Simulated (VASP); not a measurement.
A run of VASP 6.6.1:

INCAR

```
SYSTEM = Ru
PREC = Accurate
ENCUT = 520
EDIFF = 1E-7
ISMEAR = 0
SIGMA = 0.15
LREAL = .False.
LASPH = .True.
NELM = 80
ALGO = Fast
ISIF = 2
LWAVE = .False.
LCHARG = .True.
GGA = PS
LELF = .True.
LVHAR = .True.
NBANDS = 21
```

Contents of KPOINTS:

```
regular mesh
0
Gamma
  24 24 12
  0 0 0
```

File POSCAR:

```
Ru
1.0
    2.6652123442      0.0000000000      0.0000000000
   -1.3326061721      2.3081415966      0.0000000000
    0.0000000000      0.0000000000      4.3461285000
Ru
2
Direct
    0.3333333333      0.6666666667      0.2500000000
    0.6666666667      0.3333333333      0.7500000000
```

Potentials or basis: VASP PAW PBE potentials, release 64 (Ru_pv).

Run with:

```sh
$ cat potpaw_PBE.64/Ru_pv/POTCAR > POTCAR
$ mpirun -np 1 vasp_std > vasp.out
```

Hardware: 1 thread of Intel(R) Xeon(R) 6975P-C (Granite Rapids), on a shared host.

Q: Estimate the wall time of this run.

A: Wall time 81 s on 1 thread of Intel(R) Xeon(R) 6975P-C (Granite Rapids), on a shared host, peak memory 0.28 GiB. Counts: scf iterations 15, k points 427.
